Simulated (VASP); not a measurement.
A run of VASP 6.6.1 is set up as follows.

INCAR

```
PREC     = Accurate       # precision mode
ENCUT    = 520            # plane-wave cutoff, eV
EDIFF    = 1E-7           # SCF threshold, eV
ISMEAR   = -1             # smearing method
SIGMA    = 0.08           # smearing width, eV
LREAL    = F              # projectors in reciprocal space
LASPH    = T              # aspherical terms in the spheres
NELM     = 150            # most SCF steps
ALGO     = Normal         # electronic algorithm
ISIF     = 2              # what is computed and relaxed
LWAVE    = F              # write WAVECAR
LCHARG   = F              # write CHGCAR
ISPIN    = 2              # spin polarisation
MAGMOM   = 7              # initial moments
LORBIT   = 11             # projections on sites
LMAXMIX  = 6              # l up to which the mixer works
GGA      = PE             # functional
NBANDS   = 18             # bands
```

File KPOINTS:

```
Automatic mesh
0
Gamma
  9 9 9
```

File POSCAR:

```
Eu
1.0
    0.0000000000      2.8793417043      2.8793417043
    2.8793417043      0.0000000000      2.8793417043
    2.8793417043      2.8793417043      0.0000000000
Eu
1
Direct
    0.0000000000      0.0000000000      0.0000000000
```

Potentials or basis: VASP PAW PBE potentials, release 64 (Eu).

Command:

```sh
$ cat potpaw_PBE.64/Eu/POTCAR > POTCAR
$ mpirun -np 1 vasp_std > vasp.out
```

Task: Predict the site moments.

Result: Eu +6.70 μB.

Task: Predict the net moment.

Result: 7.40 μB per cell.

Task: What does it give for the pressure?

Result: -1.8 GPa.

 The state reached can hang on the start; a lower one may exist.
